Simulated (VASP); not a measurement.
Write the native input for VASP 6.6.1 that does the following.

```yaml
Task: single point
Functional: PBE
Potentials_or_basis: VASP PAW PBE potentials, release 64 (Cd, Se, S)
Cutoff: 520 eV
k_mesh: 6 × 6 × 6
Occupations: gaussian, width 0.1 eV
Spin: no spin polarisation
Dipole_correction: no
Further_INCAR_settings: ALGO = Normal; EDIFF = 1e-07; NBANDS = 36
```

The structure of Cd3Se2S lies in POSCAR:

```
Cd3Se2S
1.0
   -2.0772763100      2.0772763100      8.8131369800
    2.0772763100     -2.0772763100      8.8131369800
    2.0772763100      2.0772763100     -8.8131369800
Cd Se S
3 2 1
Direct
    0.6666666700      0.6666666700      0.0000000000
    0.3333333300      0.3333333300      0.0000000000
    0.0000000000      0.0000000000      0.0000000000
    0.4166666700      0.9166666700      0.5000000000
    0.0833333300      0.5833333300      0.5000000000
    0.7500000000      0.2500000000      0.5000000000
```

One way to write it, as run:

INCAR

```
SYSTEM = Cd3Se2S
PREC     = Accurate       ! precision mode
ENCUT    = 520            ! plane-wave cutoff, eV
EDIFF    = 1E-7           ! SCF threshold, eV
ISMEAR   = 0              ! smearing method
SIGMA    = 0.1            ! smearing width, eV
LREAL    = .FALSE.        ! projectors in reciprocal space
LASPH    = .TRUE.         ! aspherical terms in the spheres
NELM     = 80             ! most SCF steps
ALGO     = Normal         ! electronic algorithm
ISIF     = 2              ! what is computed and relaxed
LWAVE    = .FALSE.        ! write WAVECAR
LCHARG   = .FALSE.        ! write CHGCAR
GGA      = PE             ! functional
NBANDS   = 36             ! bands
```

KPOINTS

```
regular mesh
0
G
  6 6 6
  0 0 0
```

Potentials or basis: VASP PAW PBE potentials, release 64 (Cd, Se, S).

Run with:

```bash
$ cat potpaw_PBE.64/Cd/POTCAR potpaw_PBE.64/Se/POTCAR potpaw_PBE.64/S/POTCAR > POTCAR
$ mpirun -np 1 vasp_std > vasp.out
```

Results of the run:

```
Pressure               : 7.8 GPa
Largest force          : 0.751 eV/Å
Band gap on the k mesh : 0.91 eV
```

Caveat: the cell stands under pressure.

Run time: 12 min on 1 thread of Intel(R) Xeon(R) Platinum 8259CL CPU @ 2.50GHz (Skylake/Cascade Lake), on a shared host, peak memory 0.71 GiB.
